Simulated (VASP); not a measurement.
# Sn (Cmmm) in VASP: relaxation of cell and atoms with PBE

Aim: the relaxation of cell and atoms of Sn with PBE.

Program: VASP 6.6.1. These are calculated values, not measurements. Logs are shortened: lines on timing, memory, paths and dates and some standing lists are left out, and cuts for length are marked.

## (1) The cell of the first run

The typed cell holds 1 atom: a = 3.272 Å, b = 3.272 Å, c = 3.070 Å, α = 90.00°, β = 90.00°, γ = 120.05°.

## (2) Relaxation of cell and atoms, PBE

INCAR

```
PREC = Accurate ; ENCUT = 600
EDIFF = 1E-6 ; ISMEAR = 0
SIGMA = 0.1 ; LREAL = F
LASPH = T ; NELM = 100
ALGO = Normal ; ISIF = 3
LWAVE = F ; LCHARG = F
GGA = PE ; IBRION = 2
NSW = 100 ; EDIFFG = -0.01
```

KPOINTS

```
regular mesh
0
Gamma
  20 20 18
```

POSCAR

```
Sn
1.0
    1.6347218264     -2.8343250117      0.0000000000
    1.6347218264      2.8343250117      0.0000000000
    0.0000000000      0.0000000000      3.0699193340
Sn
1
Direct
    0.0000000000      0.0000000000      0.0000000000
```

Potentials or basis: VASP PAW PBE potentials, release 64 (Sn_d).

On the command line:

```bash
$ cat potpaw_PBE.64/Sn_d/POTCAR > POTCAR
$ mpirun -np 1 vasp_std > vasp.out
```

OUTCAR:

```text
PREC = Accurate
   ENCUT = 600
   EDIFF = 1E-6
   ISMEAR = 0
   LREAL = F
   LASPH = T
   NELM = 100
   ISIF = 3
   GGA = PE
   IBRION = 2
   NSW = 100
   EDIFFG = -0.01

 ion  position               nearest neighbor table
   1  0.000  0.000  0.000-

  LATTYP: Found a base centered orthorhombic cell.
 ALAT       =     3.2694436528
 B/A-ratio  =     1.7338271050
 C/A-ratio  =     0.9389730058

  Lattice vectors:

 A1 = (   1.6347218264,  -2.8343250117,   0.0000000000)
 A2 = (   1.6347218264,   2.8343250117,   0.0000000000)
 A3 = (   0.0000000000,   0.0000000000,   3.0699193340)

Analysis of symmetry for initial positions (statically):
=====================================================================
 Subroutine PRICEL returns:
 Original cell was already a primitive cell.

 Routine SETGRP: Setting up the symmetry group for a
 base centered orthorhombic supercell.

 Subroutine GETGRP returns: Found  8 space group operations
 (whereof  8 operations were pure point group operations)
 out of a pool of  8 trial point group operations.

The static configuration has the point symmetry D_2h.

Analysis of symmetry for dynamics (positions and initial velocities):
=====================================================================
 Subroutine PRICEL returns:
 Original cell was already a primitive cell.

 Routine SETGRP: Setting up the symmetry group for a
 base centered orthorhombic supercell.

 Subroutine GETGRP returns: Found  8 space group operations
 (whereof  8 operations were pure point group operations)
 out of a pool of  8 trial point group operations.

The dynamic configuration has the point symmetry D_2h.

 Subroutine INISYM returns: Found  8 space group operations
 (whereof  8 operations are pure point group operations),
 and found     1 'primitive' translations

----------------------------------------------------------------------------------------

                                     Primitive cell

  volume of cell :      28.4479

  direct lattice vectors                    reciprocal lattice vectors
     1.634721826 -2.834325012  0.000000000     0.305862436 -0.176408844  0.000000000
     1.634721826  2.834325012  0.000000000     0.305862436  0.176408844  0.000000000
     0.000000000  0.000000000  3.069919334     0.000000000  0.000000000  0.325741458

  length of vectors
     3.271958698  3.271958698  3.069919334     0.353089097  0.353089097  0.325741458

  position of ions in fractional coordinates (direct lattice)
     0.000000000  0.000000000  0.000000000

  ion indices of the primitive-cell ions
   primitive index   ion index
                 1           1

----------------------------------------------------------------------------------------

 KPOINTS: regular mesh

Automatic generation of k-mesh.
 Grid dimensions read from file:
 generate k-points for:   20   20   18

 Generating k-lattice:

  Cartesian coordinates                     Fractional coordinates (reciprocal lattice)
     0.015293122 -0.008820442  0.000000000     0.050000000  0.000000000  0.000000000
     0.015293122  0.008820442  0.000000000     0.000000000  0.050000000  0.000000000
     0.000000000  0.000000000  0.018096748     0.000000000  0.000000000  0.055555556

  Length of vectors
     0.017654455  0.017654455  0.018096748

  Shift w.r.t. Gamma in fractional coordinates (k-lattice)
     0.000000000  0.000000000  0.000000000

 Subroutine IBZKPT returns following result:
 ===========================================

 Found   1110 irreducible k-points:

 Following reciprocal coordinates:
            Coordinates               Weight
  0.000000  0.000000  0.000000      1.000000
  0.050000  0.000000  0.000000      4.000000
  0.100000  0.000000  0.000000      4.000000
  0.150000  0.000000  0.000000      4.000000
  0.200000  0.000000  0.000000      4.000000
  0.250000  0.000000  0.000000      4.000000
[... 16 lines left out ...]
 -0.400000  0.050000  0.000000      4.000000
 -0.350000  0.050000  0.000000      4.000000
 [... further k-points ...]
   k-points           NKPTS =   1110   k-points in BZ     NKDIM =   1110   number of bands    NBANDS=     11
   number of dos      NEDOS =    301   number of ions     NIONS =      1
   total plane-waves  NPLWV =  21952
   dimension x,y,z NGX =    28 NGY =   28 NGZ =   28
   dimension x,y,z NGXF=    56 NGYF=   56 NGZF=   56
   ions per type =               1
   NGX,Y,Z   is equivalent  to a cutoff of  14.23, 14.23, 15.16 a.u.
   NGXF,Y,Z  is equivalent  to a cutoff of  28.45, 28.45, 30.33 a.u.
 SYSTEM =  unknown system
   PREC   = accura    normal or accurate (medium, high low for compatibility)
   ISTART =      0    job   : 0-new  1-cont  2-samecut
   ICHARG =      2    charge: 1-file 2-atom 10-const
   ISPIN  =      1    spin polarized calculation?
   LNONCOLLINEAR =      F non collinear calculations
   LSORBIT =      F    spin-orbit coupling
   LASPH  =      T    aspherical Exc in radial PAW
   ENCUT  =  600.0 eV  44.10 Ry    6.64 a.u.   6.53  6.53  6.13*2*pi/ulx,y,z
   NELM   =    100;   NELMIN=  2; NELMDL= -5     # of ELM steps
   EDIFF  = 0.1E-05   stopping-criterion for ELM
   LREAL  =      F    real-space projection
   EDIFFG = -.1E-01   stopping-criterion for IOM
   NSW    =    100    number of steps for IOM
   IBRION =      2    ionic relax: 0-MD 1-quasi-New 2-CG
   NFREE  =      1    steps in history (QN), initial steepest desc. (CG)
   ISIF   =      3    stress and relaxation
   ISYM   =      2    0-nonsym 1-usesym 2-fastsym
   POTIM  = 0.5000    time-step for ionic-motion
   TEBEG  =    0.0;   TEEND  =   0.0 temperature during run
   PSTRESS=    0.0 pullay stress
   NELECT =      14.0000    total number of electrons
   NUPDOWN=      -1.0000    fix difference up-down
   EMIN   =  10.00;   EMAX   =-10.00  energy-range for DOS
   EFERMI =   0.00;   METHOD = LEGACY
   ISMEAR =     0;   SIGMA  =   0.10  broadening in eV -4-tet -1-fermi 0-gaus
   EFERMI_NEDOS =   21; number of points for ismear=-14 and -15
   IALGO  =     38    algorithm
   IMIX   =      4    mixing-type and parameters
     AMIX     =   0.40;   BMIX     =  1.00
     AMIX_MAG =   1.60;   BMIX_MAG =  1.00
  volume/ion in A,a.u.               =      28.45       191.98
  Fermi-wavevector in a.u.,A,eV,Ry     =   1.292510  2.442490 22.729661  1.670583
  Thomas-Fermi vector in A             =   2.424214
   LORBIT       =      0    0 simple, 1 ext, 2 COOP (PROOUT), +10 PAW based schemes
   GGA     = PE    functional components
   LHFCALC =     F    Hartree Fock is set to
   AEXX    =    0.0000 exact exchange contribution
   IVDW    =     0    specifies the selected vdW correction
   LEPSILON=     F    determine dielectric tensor
   LRPA    =     F    only Hartree local field effects (RPA)
 conjugate gradient relaxation of ions
 non-spin polarized calculation
 Gauss-broadening in eV      SIGMA  =   0.10
  energy-cutoff  :      600.00
  volume of cell :       28.45
 maximum number of plane-waves:       973
 NGX is ok and might be reduce to    28
   NGX = 13   NGY = 13   NGZ = 13

--------------------------------------- Ionic step        1  -------------------------------------------

 number of electron      14.0000000 magnetization

 Free energy of the ion-electron system (eV)
  ---------------------------------------------------
  ext. energy  EPLUGINS =         0.00000000
  ---------------------------------------------------
  free energy    TOTEN  =        -3.80578663 eV

  energy without entropy =       -3.80251205  energy(sigma->0) =       -3.80414934

------------------------ aborting loop because EDIFF is reached ----------------------------------------

  FORCE on cell =-STRESS in cart. coord.  units (eV):
  Direction    XX          YY          ZZ          XY          YZ          ZX
  --------------------------------------------------------------------------------------
  -------------------------------------------------------------------------------------
  Total       -0.0204479     -0.0205726     -0.0168072     -0.0000000      0.0000000      0.0000000
  in kB       -1.1516215     -1.1586437     -0.9465763     -0.0000000      0.0000000      0.0000000
  external PRESSURE =      -1.0856138 kB  Pullay stress =       0.0000000 kB

 VOLUME and BASIS-vectors are now :
 -----------------------------------------------------------------------------
  energy-cutoff  :      600.00
  volume of cell :       28.45
      direct lattice vectors                 reciprocal lattice vectors
     1.634721826 -2.834325012  0.000000000     0.305862436 -0.176408844  0.000000000
     1.634721826  2.834325012  0.000000000     0.305862436  0.176408844  0.000000000
     0.000000000  0.000000000  3.069919334     0.000000000  0.000000000  0.325741458
[... 36 lines left out ...]
 POSITION                                       TOTAL-FORCE (eV/Angst)
 -----------------------------------------------------------------------------------
      0.00000      0.00000      0.00000         0.000000      0.000000      0.000000
 -----------------------------------------------------------------------------------
    total drift:                               -0.000000      0.000000     -0.000000

  FREE ENERGIE OF THE ION-ELECTRON SYSTEM (eV)
  ---------------------------------------------------
  free  energy   TOTEN  =        -3.8057797544 eV

  energy  without entropy=       -3.8024997869  energy(sigma->0) =       -3.80413977

--------------------------------------- Ionic step        3  -------------------------------------------

 number of electron      14.0000000 magnetization

 Free energy of the ion-electron system (eV)
  ---------------------------------------------------
  ext. energy  EPLUGINS =         0.00000000
  ---------------------------------------------------
  free energy    TOTEN  =        -3.80579177 eV

  energy without entropy =       -3.80251471  energy(sigma->0) =       -3.80415324

 E-fermi :   7.4616     XC(G=0): -10.0954

 val. band max:        7.4596417204   @ k =   0.4500   0.2500   0.2778
 cond. band min:       7.4632049660   @ k =   0.3000   0.2500   0.2778
 fundamental gap:      0.0035632456
 Fermi energy:         7.4615669802

 k-point     1 :       0.0000    0.0000    0.0000
  band No.  band energies     occupation
      1     -14.1840      2.00000
      2     -14.0322      2.00000
      3     -14.0311      2.00000
      4     -13.8405      2.00000
      5     -13.8403      2.00000
      6      -3.3713      2.00000
      7      12.6920      0.00000
      8      14.2043      0.00000
      9      14.2196      0.00000
     10      16.1020      0.00000
     11      18.3423      0.00000

 k-point     2 :       0.0500    0.0000    0.0000
  band No.  band energies     occupation
      1     -14.1816      2.00000
      2     -14.0321      2.00000
      3     -14.0274      2.00000
      4     -13.8422      2.00000
      5     -13.8409      2.00000
      6      -3.3232      2.00000
      7      12.7437      0.00000
      8      13.6638      0.00000
      9      14.0386      0.00000
     10      16.1978      0.00000
     11      17.6575      0.00000
[... 295 lines left out ...]
 k-point    24 :      -0.3500    0.0500    0.0000
  band No.  band energies     occupation
      1     -14.1408      2.00000
      2     -14.0258      2.00000
      3     -13.8981      2.00000
      4     -13.8946      2.00000
      5     -13.8546      2.00000
      6      -1.3253      2.00000
      7       6.1338      2.00000
      8      10.8742      0.00000
      9      14.7233      0.00000
     10      15.2861      0.00000
     11      17.9110      0.00000

 [... further k-points ...]
[... 5 lines left out ...]
  --------------------------------------------------------------------------------------
  -------------------------------------------------------------------------------------
  Total       -0.0044122     -0.0045493      0.0012587      0.0000000      0.0000000      0.0000000
  in kB       -0.2487849     -0.2565123      0.0709737      0.0000000      0.0000000      0.0000000
  external PRESSURE =      -0.1447745 kB  Pullay stress =       0.0000000 kB

 VOLUME and BASIS-vectors are now :
 -----------------------------------------------------------------------------
  energy-cutoff  :      600.00
  volume of cell :       28.41
      direct lattice vectors                 reciprocal lattice vectors
     1.634045771 -2.833145702  0.000000000     0.305988981 -0.176482275  0.000000000
     1.634045771  2.833145702  0.000000000     0.305988981  0.176482275  0.000000000
     0.000000000  0.000000000  3.068875789     0.000000000  0.000000000  0.325852224

 POSITION                                       TOTAL-FORCE (eV/Angst)
 -----------------------------------------------------------------------------------
      0.00000      0.00000      0.00000         0.000000      0.000000      0.000000
 -----------------------------------------------------------------------------------
    total drift:                               -0.000000      0.000000     -0.000000

  FREE ENERGIE OF THE ION-ELECTRON SYSTEM (eV)
  ---------------------------------------------------
  free  energy   TOTEN  =        -3.8057917729 eV

  energy  without entropy=       -3.8025147086  energy(sigma->0) =       -3.80415324

 reached required accuracy - stopping structural energy minimisation
```

It took 3.6 min on 1 thread of Intel Xeon 6975P-C (Granite Rapids), shared host; peak memory 0.52 GiB.

What came out:

```yaml
Free_energy: -3.8058 eV
Relaxed_volume: 28.41 Å³/atom
Relaxed_cell: a = 3.271 Å, b = 3.271 Å, c = 3.069 Å, α = 90.00°, β = 90.00°, γ = 120.05°
Space_group_after_relaxing_to_0.05_Å: P6/mmm (No. 191)
Energy_gained_by_relaxing: 0.0 meV/atom
Ionic_steps: 3
Pressure_after_relaxing: 0.0 GPa
Band_gap_on_the_k_mesh: zero (band 7 reaches 12.85 eV, above the bottom of band 8 at 5.21 eV)
```

Final structure:
```
Sn
1.0
     1.63405   -2.83315    0.00000
     1.63405    2.83315    0.00000
     0.00000    0.00000    3.06888
Sn
1
Direct
  0.00000 0.00000 0.00000
```

Caveat: spin-orbit coupling is left out, which moves the levels of the heavy elements.
